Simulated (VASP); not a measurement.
# H4CO in VASP: notebook

The runs below take H4CO through single point, relaxation of the atoms, with r2SCAN+D3(BJ).

Everything below comes from runs of VASP 6.6.1. Logs are shortened: lines on timing, memory, paths and dates and some standing lists are left out, and cuts for length are marked.

## Step 1: The cell of the first run

The cell holds a disordered packing, 36 atoms: a = 7.380 Å, b = 7.380 Å, c = 7.380 Å, α = 90.00°, β = 90.00°, γ = 90.00°.

## Step 2: Single point, r2SCAN+D3(BJ)

Contents of POSCAR:

```
H4CO
1.0
    7.3803230000      0.0000000000      0.0000000000
    0.0000000000      7.3803230000      0.0000000000
    0.0000000000      0.0000000000      7.3803230000
C O H
6 6 24
Direct
    0.4286301113      0.3423030080      0.7321085573
    0.6995119541      0.8536668409      0.8733512443
    0.9941920248      0.4334221920      0.5058620291
    0.6083131513      0.4866024235      0.1990341407
    0.2425991928      0.9351626849      0.3454267137
    0.2088117490      0.9076039984      0.8722119238
    0.2926715857      0.3733666897      0.8696239841
    0.8232015122      0.7064890055      0.8749586917
    1.0654109522      0.4204109209      0.3259029423
    0.4565738618      0.4957495296      0.3208479094
    0.2147788507      0.7643953274      0.2608286433
    0.2540399173      0.7473416139      0.7759960834
    0.3915129326      0.4260071221      0.6158401480
    0.3058882224      0.2809521750      0.9615095278
    0.5643567470      0.3834905294      0.7782528923
    0.4309839730      0.1996826457      0.6919730772
    0.6047769923      0.8300728821      0.9841840549
    0.9156276455      0.7273337160      0.7851975506
    0.7673353089      0.9839075729      0.8963417820
    0.6209243695      0.8599189823      0.7476497924
    1.0080956294      0.3012393020      0.5702952811
    1.0757250660      0.5442803885      0.2823127792
    1.0692663027      0.5326024385      0.5864201775
    0.8503173920      0.4703356997      0.5051318898
    0.6971618096      0.5993632587      0.2338788983
    0.3624998900      0.4100083712      0.2883575043
    0.6846393001      0.3609133671      0.2165402076
    0.5665855802      0.5017511843      0.0581949301
    0.1252618036      1.0199459432      0.3167535988
    0.3164423355      0.6847857696      0.2924776359
    0.2583135575      0.9201342160      0.4923979472
    0.3639105638      1.0029489918      0.2911271511
    0.1551746657      1.0049184943      0.7743711953
    0.2616953362      0.6455670450      0.8593366217
    0.1086669433      0.8817370423      0.9773928360
    0.3292977701      0.9671445275      0.9361559575
```

Contents of INCAR.step1:

```
SYSTEM = H4CO
ALGO = Normal
EDIFF = 1E-4
ENCUT = 520
GGA = PE
ISMEAR = -1
LASPH = .TRUE.
LCHARG = .FALSE.
LREAL = Auto
LWAVE = .TRUE.
NBANDS = 66
NELM = 80
PREC = Accurate
SIGMA = 0.02
```

Contents of INCAR.step2:

```
SYSTEM = H4CO
ALGO = Normal
EDIFF = 1E-7
ENCUT = 520
ISIF = 2
ISMEAR = -1
ISTART = 1
IVDW = 12
LASPH = .TRUE.
LCHARG = .FALSE.
LMIXTAU = .TRUE.
LREAL = Auto
LWAVE = .FALSE.
METAGGA = R2SCAN
NBANDS = 66
NELM = 80
PREC = Accurate
SIGMA = 0.02
VDW_A1 = 0.49484001
VDW_A2 = 5.73083694
VDW_S6 = 1.0
VDW_S8 = 0.78981345
```

Contents of KPOINTS:

```
k-points
0
G
  1 1 1
  0 0 0
```

Potentials or basis: VASP PAW PBE potentials, release 64 (C, O, H).

The run is started by

```console
$ cat potpaw_PBE.64/C/POTCAR potpaw_PBE.64/O/POTCAR potpaw_PBE.64/H/POTCAR > POTCAR
$ cp INCAR.step1 INCAR
$ mpirun -np 1 vasp_gam > vasp.out
$ cp INCAR.step2 INCAR
$ mpirun -np 1 vasp_gam > vasp.out
```

OUTCAR:

```text
SYSTEM = H4CO
   EDIFF = 1E-7
   ENCUT = 520
   ISIF = 2
   ISMEAR = -1
   ISTART = 1
   IVDW = 12
   LASPH = .TRUE.
   LREAL = Auto
   METAGGA = R2SCAN
   NELM = 80
   PREC = Accurate
 IVDW          = 12

 ion  position               nearest neighbor table
   1  0.429  0.342  0.732-  13 1.09  16 1.09  15 1.10   7 1.45
   2  0.700  0.854  0.873-  17 1.09  20 1.10  19 1.10   8 1.42
   3  0.994  0.433  0.506-  21 1.09  23 1.09  24 1.10   9 1.43
   4  0.608  0.487  0.199-  28 1.09  25 1.09  27 1.09  10 1.44
   5  0.243  0.935  0.345-  29 1.09  31 1.10  32 1.10  11 1.42
   6  0.209  0.908  0.872-  35 1.09  33 1.09  36 1.10  12 1.42
   7  0.293  0.373  0.870-  14 0.97   1 1.45
   8  0.823  0.706  0.875-  18 0.96   2 1.42
   9  0.065  0.420  0.326-  22 0.97   3 1.43
  10  0.457  0.496  0.321-  26 0.97   4 1.44
  11  0.215  0.764  0.261-  30 0.98   5 1.42
  12  0.254  0.747  0.776-  34 0.97   6 1.42
  13  0.392  0.426  0.616-   1 1.09
  14  0.306  0.281  0.962-   7 0.97
  15  0.564  0.383  0.778-   1 1.10
  16  0.431  0.200  0.692-   1 1.09
  17  0.605  0.830  0.984-   2 1.09
  18  0.916  0.727  0.785-   8 0.96
[... 16 lines left out ...]
  35  0.109  0.882  0.977-   6 1.09
  36  0.329  0.967  0.936-   6 1.10

  LATTYP: Found a simple cubic cell.
 ALAT       =     7.3803230000

  Lattice vectors:

 A1 = (   7.3803230000,   0.0000000000,   0.0000000000)
 A2 = (   0.0000000000,   7.3803230000,   0.0000000000)
 A3 = (   0.0000000000,   0.0000000000,   7.3803230000)

Analysis of symmetry for initial positions (statically):
=====================================================================
 Subroutine PRICEL returns:
 Original cell was already a primitive cell.

 Routine SETGRP: Setting up the symmetry group for a
 simple cubic supercell.

 Subroutine GETGRP returns: Found  1 space group operations
 (whereof  1 operations were pure point group operations)
 out of a pool of 48 trial point group operations.

The static configuration has the point symmetry C_1 .

Analysis of symmetry for dynamics (positions and initial velocities):
=====================================================================
 Subroutine PRICEL returns:
 Original cell was already a primitive cell.

 Routine SETGRP: Setting up the symmetry group for a
 simple cubic supercell.

 Subroutine GETGRP returns: Found  1 space group operations
 (whereof  1 operations were pure point group operations)
 out of a pool of 48 trial point group operations.

The dynamic configuration has the point symmetry C_1 .

 Subroutine INISYM returns: Found  1 space group operations
 (whereof  1 operations are pure point group operations),
 and found     1 'primitive' translations

----------------------------------------------------------------------------------------

                                     Primitive cell

  volume of cell :     402.0001

  direct lattice vectors                    reciprocal lattice vectors
     7.380323000  0.000000000  0.000000000     0.135495425  0.000000000  0.000000000
     0.000000000  7.380323000  0.000000000     0.000000000  0.135495425  0.000000000
     0.000000000  0.000000000  7.380323000     0.000000000  0.000000000  0.135495425

  length of vectors
     7.380323000  7.380323000  7.380323000     0.135495425  0.135495425  0.135495425

  position of ions in fractional coordinates (direct lattice)
     0.428630111  0.342303008  0.732108557
     0.699511954  0.853666841  0.873351244
     0.994192025  0.433422192  0.505862029
     0.608313151  0.486602424  0.199034141
     0.242599193  0.935162685  0.345426714
     0.208811749  0.907603998  0.872211924
[... 28 lines left out ...]
     0.108666943  0.881737042  0.977392836
     0.329297770  0.967144527  0.936155957

  ion indices of the primitive-cell ions
   primitive index   ion index
                 1           1
                 2           2
                 3           3
                 4           4
                 5           5
                 6           6
[... 28 lines left out ...]
                35          35
[... 49 lines left out ...]
   TEBEG  =    0.0;   TEEND  =   0.0 temperature during run
   PSTRESS=    0.0 pullay stress
   NELECT =      84.0000    total number of electrons
   NUPDOWN=      -1.0000    fix difference up-down
   EMIN   =  10.00;   EMAX   =-10.00  energy-range for DOS
   EFERMI =   0.00;   METHOD = LEGACY
   ISMEAR =    -1;   SIGMA  =   0.02  broadening in eV -4-tet -1-fermi 0-gaus
   EFERMI_NEDOS =   21; number of points for ismear=-14 and -15
   IALGO  =     38    algorithm
   IMIX   =      4    mixing-type and parameters
     AMIX     =   0.40;   BMIX     =  1.00
     AMIX_MAG =   1.60;   BMIX_MAG =  1.00
  volume/ion in A,a.u.               =      11.17        75.36
  Fermi-wavevector in a.u.,A,eV,Ry     =   0.971462  1.835797 12.840345  0.943739
  Thomas-Fermi vector in A             =   2.101681
   LORBIT       =      0    0 simple, 1 ext, 2 COOP (PROOUT), +10 PAW based schemes
   METAGGA = R2SCAN    functional components
   LHFCALC =     F    Hartree Fock is set to
   AEXX    =    0.0000 exact exchange contribution
   IVDW    =    12    specifies the selected vdW correction
   LEPSILON=     F    determine dielectric tensor
   LRPA    =     F    only Hartree local field effects (RPA)
 non-spin polarized calculation
  energy-cutoff  :      520.00
  volume of cell :      402.00
 maximum number of plane-waves:      5414
 NGX is ok and might be reduce to    54
   NGX = 27   NGY = 27   NGZ = 27

 number of electron      84.0000001 magnetization

 Free energy of the ion-electron system (eV)
  ---------------------------------------------------
  ext. energy  EPLUGINS =         0.00000000
  ---------------------------------------------------
  free energy    TOTEN  =      -194.39165018 eV

  energy without entropy =     -194.39165018  energy(sigma->0) =     -194.39165018

 E-fermi :  -2.9636     XC(G=0):  -6.4859

 val. band max:       -3.4813354181   @ k =   0.0000   0.0000   0.0000
 cond. band min:       1.8579002527   @ k =   0.0000   0.0000   0.0000
 fundamental gap:      5.3392356708
 Fermi energy:        -2.9635530634

 k-point     1 :       0.0000    0.0000    0.0000
  band No.  band energies     occupation
      1     -24.3701      2.00000
      2     -24.2021      2.00000
      3     -23.9403      2.00000
      4     -23.8251      2.00000
      5     -23.7744      2.00000
      6     -23.6060      2.00000
[... 46 lines left out ...]
     53       5.3177      0.00000
     54       5.4240      0.00000
 [bands above 54 left out]

------------------------ aborting loop because EDIFF is reached ----------------------------------------

 Edisp (eV)   -0.60206

 E8    (eV) :    -0.0929

  FORCE on cell =-STRESS in cart. coord.  units (eV):
  Direction    XX          YY          ZZ          XY          YZ          ZX
  --------------------------------------------------------------------------------------
  -------------------------------------------------------------------------------------
  Total      -2.05114    -1.44341    -0.19890    -0.25025     0.06463     0.35613
  in kB      -8.17484    -5.75273    -0.79271    -0.99736     0.25759     1.41937
  external pressure =       -4.91 kB  Pullay stress =        0.00 kB

 VOLUME and BASIS-vectors are now :
 -----------------------------------------------------------------------------
  energy-cutoff  :      520.00
  volume of cell :      402.00
      direct lattice vectors                 reciprocal lattice vectors
     7.380323000  0.000000000  0.000000000     0.135495425  0.000000000  0.000000000
     0.000000000  7.380323000  0.000000000     0.000000000  0.135495425  0.000000000
     0.000000000  0.000000000  7.380323000     0.000000000  0.000000000  0.135495425

 POSITION                                       TOTAL-FORCE (eV/Angst)
 -----------------------------------------------------------------------------------
      3.16343      2.52631      5.40320        -0.042932      0.194214      0.038350
      5.16262      6.30034      6.44561        -0.090150      0.050830      0.000490
      7.33746      3.19880      3.73343        -0.000497     -0.054063      0.085209
      4.48955      3.59128      1.46894         0.083098      0.038268      0.043523
      1.79046      6.90180      2.54936         0.037956      0.064739      0.069945
      1.54110      6.69841      6.43721         0.020508      0.152488      0.054816
[... 28 lines left out ...]
      0.80200      6.50750      7.21347        -0.056515      0.021721      0.053296
      2.43032      7.13784      6.90913         0.028885      0.025134      0.044515
 -----------------------------------------------------------------------------------
    total drift:                                0.007017      0.007108     -0.002031

  FREE ENERGIE OF THE ION-ELECTRON SYSTEM (eV)
  ---------------------------------------------------
  free  energy   TOTEN  =      -194.9937059106 eV

  energy  without entropy=     -194.9937059106  energy(sigma->0) =     -194.99370591
```

Wall time 2.7 min (1 thread of Intel Xeon Platinum 8559C (Emerald Rapids), shared host); peak memory 0.45 GiB.

What came out:

| Property | Result |
| --- | --- |
| Free energy | -194.9937 eV |
| Pressure | -0.5 GPa |
| Largest force | 0.205 eV/Å |
| Band gap on the k mesh | 5.34 eV |
| Dispersion energy per atom | -0.017 eV |

Forces on the atoms (eV/Å):
```
C   -0.043  0.194  0.038
C   -0.090  0.051  0.000
C    0.000 -0.054  0.085
C    0.083  0.038  0.044
C    0.038  0.065  0.070
C    0.021  0.152  0.055
O    0.163 -0.014 -0.078
O   -0.028 -0.114  0.080
O    0.060 -0.057 -0.056
O    0.028  0.062 -0.006
O    0.005 -0.038 -0.015
O   -0.061 -0.065 -0.083
H    0.079 -0.093  0.149
H   -0.100  0.065 -0.002
H   -0.156 -0.042 -0.005
H    0.002 -0.018 -0.038
H   -0.037 -0.021  0.033
H    0.181 -0.027 -0.093
H    0.025  0.038 -0.006
H   -0.018 -0.015 -0.052
H    0.023 -0.021 -0.026
H    0.038  0.109 -0.096
H    0.033  0.001  0.008
H   -0.031 -0.007 -0.021
H    0.005 -0.041 -0.023
H   -0.119 -0.051  0.020
H   -0.018 -0.040  0.004
H   -0.031 -0.004 -0.051
H   -0.040  0.043 -0.005
H    0.066 -0.071 -0.002
H   -0.021 -0.019 -0.030
H   -0.032 -0.012  0.034
H   -0.012  0.047 -0.038
H    0.014 -0.089  0.009
H   -0.057  0.022  0.053
H    0.029  0.025  0.045
```

Caveat: the k points lie up to 0.85 Å⁻¹ apart, too coarse for converged energies, forces and pressures; the PAW data sets were made with another functional, which shifts forces and pressure a little.

## Step 3: Relaxation of the atoms, r2SCAN+D3(BJ)

Contents of POSCAR:

```
H4CO
1.0
    7.3803230000      0.0000000000      0.0000000000
    0.0000000000      7.3803230000      0.0000000000
    0.0000000000      0.0000000000      7.3803230000
C O H
6 6 24
Direct
    0.4259802000      0.3110266000      0.7607306000
    0.6707813000      0.8802593000      0.8809833000
    0.9246191000      0.4651727000      0.5738603000
    0.6267810000      0.4742259000      0.2211012000
    0.2515322000      1.0000070000      0.2879865000
    0.2508027000      0.8790013000      0.8236256000
    0.3229358000      0.2431853000      0.9088926000
    0.8085355000      0.7496367000      0.8473074000
    0.9674938000      0.3706619000      0.4113733000
    0.4684488000      0.3983395000      0.3007550000
    0.2392221000      0.8076202000      0.2908705000
    0.2900219000      0.7238482000      0.7160991000
    0.3358115000      0.3999896000      0.6849075000
    0.4013215000      0.1635117000      0.9780433000
    0.5436402000      0.3900444000      0.8053961000
    0.4725530000      0.2027720000      0.6702066000
    0.5894814000      0.8269557000      0.9920823000
    0.8823901000      0.7950141000      0.7485127000
    0.7265829000      1.0116842000      0.9221702000
    0.5823468000      0.9005334000      0.7632930000
    0.9295945000      0.3652338000      0.6824026000
    0.9636810000      0.4578125000      0.3130663000
    1.0227040000      0.5726266000      0.6041209000
    0.7883367000      0.5243139000      0.5703807000
    0.6486781000      0.6039582000      0.2880639000
    0.4468864000      0.2824713000      0.2425860000
    0.7468378000      0.3892786000      0.2423854000
    0.6104903000      0.4984836000      0.0753999000
    0.1128087000      1.0504004000      0.2911874000
    0.3618328000      0.7603671000      0.2880772000
    0.3239549000      1.0536303000      0.4061482000
    0.3172225000      1.0504400000      0.1646010000
    0.1809745000      0.9741968000      0.7349927000
    0.3523654000      0.6374552000      0.7930638000
    0.1616873000      0.8471201000      0.9381888000
    0.3738583000      0.9442778000      0.8753844000
```

Contents of INCAR.step1:

```
SYSTEM = H4CO
PREC = Accurate
ENCUT = 520
ISMEAR = -1
SIGMA = 0.02
LREAL = Auto
LASPH = .TRUE.
NELM = 100
GGA = PE
ALGO = Normal
EDIFF = 1E-4
LWAVE = .TRUE.
LCHARG = .FALSE.
```

Contents of INCAR.step2:

```
SYSTEM = H4CO
PREC = Accurate
ENCUT = 520
EDIFF = 1E-7
ISMEAR = -1
SIGMA = 0.02
LREAL = Auto
LASPH = .TRUE.
NELM = 100
ALGO = Normal
ISIF = 2
LWAVE = .FALSE.
LCHARG = .FALSE.
METAGGA = R2SCAN
LMIXTAU = .TRUE.
IVDW = 12
VDW_S6 = 1.0
VDW_S8 = 0.78981345
VDW_A1 = 0.49484001
VDW_A2 = 5.73083694
IBRION = 2
NSW = 35
EDIFFG = -0.3
ISTART = 1
```

Contents of KPOINTS:

```
Automatic mesh
0
G
  1 1 1
  0 0 0
```

Potentials or basis: VASP PAW PBE potentials, release 64 (C, O, H).

The run is started by

```console
$ cat potpaw_PBE.64/C/POTCAR potpaw_PBE.64/O/POTCAR potpaw_PBE.64/H/POTCAR > POTCAR
$ cp INCAR.step1 INCAR
$ mpirun -np 1 vasp_gam > vasp.out
$ cp INCAR.step2 INCAR
$ mpirun -np 1 vasp_gam > vasp.out
```

Run time: 49 min. Hardware: 1 thread of Intel Xeon Platinum 8559C (Emerald Rapids), shared host; peak memory 0.5 GiB.

It converged, with:

| Property | Result |
| --- | --- |
| Free energy | -194.1366 eV |
| Energy gained by relaxing | 20.7 meV/atom |
| Ionic steps | 24 |
| Pressure after relaxing | -0.4 GPa |
| Largest force after relaxing | 0.196 eV/Å |
| Band gap on the k mesh | 5.20 eV |
| Dispersion energy per atom | -0.017 eV |

Forces in eV/Å, atoms in the order of the input:
```
C   -0.050  0.017  0.037
C    0.022 -0.042 -0.032
C    0.082 -0.059 -0.074
C    0.024 -0.003  0.026
C    0.008 -0.196  0.001
C    0.104  0.048  0.046
O    0.029 -0.028 -0.090
O   -0.066 -0.067  0.001
O    0.026  0.039  0.016
O    0.017  0.136  0.090
O   -0.028  0.023  0.004
O   -0.071  0.052 -0.033
H    0.041 -0.106 -0.073
H   -0.079  0.051  0.031
H    0.005 -0.071 -0.037
H    0.038  0.072 -0.096
H    0.012  0.103 -0.045
H   -0.056  0.008  0.073
H   -0.008 -0.046 -0.001
H   -0.082  0.031  0.039
H   -0.034 -0.023  0.019
H    0.071  0.008 -0.042
H    0.005  0.018  0.016
H    0.046 -0.031 -0.014
H   -0.003 -0.030 -0.086
H   -0.115  0.094 -0.074
H    0.005  0.024 -0.012
H    0.005  0.038  0.100
H    0.109 -0.031  0.042
H   -0.058 -0.041  0.062
H   -0.112 -0.057  0.023
H    0.031  0.018  0.030
H    0.050 -0.067  0.076
H   -0.046 -0.013  0.007
H    0.048  0.015 -0.073
H    0.026  0.114  0.043
```

Stress tensor (GPa, compression positive):
```
-0.22  0.10  0.17
 0.10 -0.45  0.34
 0.17  0.34 -0.44
```

The path:
| step | energy change (eV) | largest force (eV/Å) | pressure (GPa) |
| --- | --- | --- | --- |
| 1 | 0.0000 | 0.6369 | 0.36 |
| 2 | 0.0297 | 1.7094 | 1.56 |
| 3 | -0.0456 | 0.7801 | 0.86 |
| 4 | -0.1137 | 0.4131 | 0.81 |
| 5 | -0.1278 | 0.7244 | 0.76 |
| 6 | -0.1767 | 0.4786 | 0.60 |
| 7 | -0.1878 | 0.6169 | 0.48 |
| 8 | -0.2372 | 0.4114 | 0.11 |
| 9 | -0.2632 | 0.7364 | -0.42 |
| 10 | -0.3013 | 0.5656 | -0.53 |
| 11 | -0.3677 | 0.8120 | -0.89 |
| 12 | -0.3737 | 1.1984 | -1.04 |
| 13 | -0.4106 | 1.0129 | -0.97 |
| 14 | -0.4948 | 0.6616 | -0.81 |
| 15 | -0.5470 | 1.0719 | -0.62 |
| 16 | -0.6111 | 0.7162 | -0.47 |
| 17 | -0.6279 | 0.5669 | -0.37 |
| 18 | -0.6522 | 0.3877 | -0.24 |
| 19 | -0.6860 | 0.5935 | 0.16 |
| 20 | -0.7063 | 0.4237 | 0.06 |
| 21 | -0.7136 | 0.4508 | -0.03 |
| 22 | -0.7258 | 0.3013 | -0.13 |
| 23 | -0.7342 | 0.4510 | -0.29 |
| 24 | -0.7440 | 0.1963 | -0.37 |

Final structure:
```
C O H
1.0
     7.38032    0.00000    0.00000
     0.00000    7.38032    0.00000
     0.00000    0.00000    7.38032
C O H
6 6 24
Cartesian
  3.1992 2.4003 5.5110
  5.0719 6.4965 6.5083
  6.8958 3.3866 4.2419
  4.5231 3.5398 1.5789
  1.8277 7.3162 2.1752
  1.6718 6.4295 6.0566
  2.5572 2.2419 6.7937
  6.1458 5.5718 6.3758
  0.0078 2.6797 3.0973
  3.3954 3.0584 2.3215
  1.7129 5.9092 1.9662
  2.1664 5.3349 5.2900
  2.5100 2.9226 4.8476
  2.8278 1.3791 7.1284
  4.1203 2.9872 5.6146
  3.4365 1.4258 5.0775
  4.4184 6.0904 7.2866
  6.6530 5.7929 5.5844
  5.4216 0.1141 6.8118
  4.5040 6.5717 5.5752
  6.9039 2.6928 5.0831
  0.3207 3.3396 2.4662
  0.1772 4.2199 4.4870
  5.8706 3.7458 4.0889
  4.8314 4.4753 2.0539
  3.0126 2.3228 1.8302
  5.3631 2.8393 1.6350
  4.2693 3.7263 0.5303
  0.8265 0.3711 2.2052
  2.4364 5.4458 2.4073
  2.3623 0.1843 3.0981
  2.3741 0.3950 1.3371
  1.1648 7.1136 5.3673
  2.5039 4.6742 5.9073
  0.9971 6.1128 6.8570
  2.5139 6.9600 6.5155
```

Levels at points of the mesh, in eV from the valence-band top:
| k point | band 38 | band 39 | band 40 | band 41 | band 42 | band 43 | band 44 | band 45 | band 46 | band 47 |
| --- | --- | --- | --- | --- | --- | --- | --- | --- | --- | --- |
| (0.00, 0.00, 0.00) | -0.59 | -0.43 | -0.34 | -0.22 | 0.00 | 5.20 | 6.32 | 6.97 | 7.09 | 7.41 |

Caveat: the k points lie up to 0.85 Å⁻¹ apart, too coarse for converged energies, forces and pressures; the PAW data sets were made with another functional, which shifts forces and pressure a little; the relaxation stopped at a loose force limit of 0.3 eV/Å, so its end isn't a converged minimum.
